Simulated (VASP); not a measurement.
Cu:

```
Cu
1.0
    -1.45334    1.45470    1.37578
     1.41636   -1.46360    1.34634
     1.46121    1.47147   -1.38511
Cu
1
Cartesian
  0.0186 -0.0086 0.0011
```

This cell differs from its parent crystal: the cell strained at random.

| Property | Result |
| --- | --- |
| Program | VASP 6.6.1 |
| Task | relaxation of cell and atoms |
| Functional | PBE |
| Dispersion | D4 |
| Potentials or basis | VASP PAW PBE potentials, release 64 (Cu) |
| Cutoff | 600 eV |
| k mesh | 10 × 10 × 10 |
| Occupations | fermi-dirac, width 0.05 eV |
| Spin | no spin polarisation |

At the start: pressure 0.6 GPa; volume 11.46 Å³/atom.

Problem. How do energy, volume and symmetry change on relaxing?

Solution. Over 33 steps the energy falls by 42.5 meV/atom and the volume is 11.43 Å³/atom (-0.2 %); space group Fm-3m (No. 225, to 0.05 Å).

The path:
| step | energy change (eV) | largest force (eV/Å) | pressure (GPa) | volume (Å³) |
| --- | --- | --- | --- | --- |
| 1 | 0.0000 | 0.0000 | 0.63 | 11.46 |
| 2 | -0.0014 | 0.0000 | -0.40 | 11.53 |
| 3 | -0.0020 | 0.0000 | -2.35 | 11.69 |
| 4 | -0.0021 | 0.0000 | -1.89 | 11.65 |
| 5 | -0.0029 | 0.0000 | -1.72 | 11.63 |
| 6 | -0.0049 | 0.0000 | -1.24 | 11.59 |
| 7 | -0.0069 | 0.0000 | 0.01 | 11.51 |
| 8 | -0.0089 | 0.0000 | 0.34 | 11.48 |
| 9 | -0.0142 | 0.0000 | 1.38 | 11.40 |
| 10 | -0.0231 | 0.0000 | 4.13 | 11.21 |
| 11 | 0.0053 | 0.0000 | 13.78 | 10.69 |
| 12 | -0.0239 | 0.0000 | 5.66 | 11.11 |
| 13 | -0.0229 | 0.0000 | 6.69 | 11.04 |
| 14 | -0.0239 | 0.0000 | 6.47 | 11.06 |
| 15 | -0.0264 | 0.0000 | 5.81 | 11.09 |
| 16 | -0.0279 | 0.0000 | 4.84 | 11.15 |
| 17 | -0.0298 | 0.0000 | 4.05 | 11.19 |
| 18 | -0.0337 | 0.0000 | 1.78 | 11.34 |
| 19 | -0.0350 | 0.0000 | -2.25 | 11.62 |
| 20 | -0.0355 | 0.0000 | -0.99 | 11.53 |
| 21 | -0.0362 | 0.0000 | -0.91 | 11.52 |
| 22 | -0.0380 | 0.0000 | -0.66 | 11.49 |
| 23 | -0.0402 | 0.0000 | -0.07 | 11.45 |
| 24 | -0.0369 | 0.0000 | 1.77 | 11.34 |
| 25 | -0.0404 | 0.0000 | 0.31 | 11.42 |
| 26 | -0.0413 | 0.0000 | -0.02 | 11.44 |
| 27 | -0.0422 | 0.0000 | -0.68 | 11.49 |
| 28 | -0.0422 | 0.0000 | -0.66 | 11.48 |
| 29 | -0.0424 | 0.0000 | 0.47 | 11.40 |
| 30 | -0.0424 | 0.0000 | 0.20 | 11.42 |
| 31 | -0.0425 | 0.0000 | 0.05 | 11.43 |
| 32 | -0.0425 | 0.0000 | -0.05 | 11.44 |
| 33 | -0.0425 | 0.0000 | 0.03 | 11.43 |

Final structure:
```
Cu
1.0
    -1.26943    1.78134    1.26582
     1.26292   -1.77883    1.26957
     1.27066    1.77886   -1.26905
Cu
1
Direct
  0.99752 0.00698 0.00351
```

Caveat: the cell differs from its parent crystal (the cell strained at random); pairwise dispersion overbinds metals, which lowers pressure and volume.
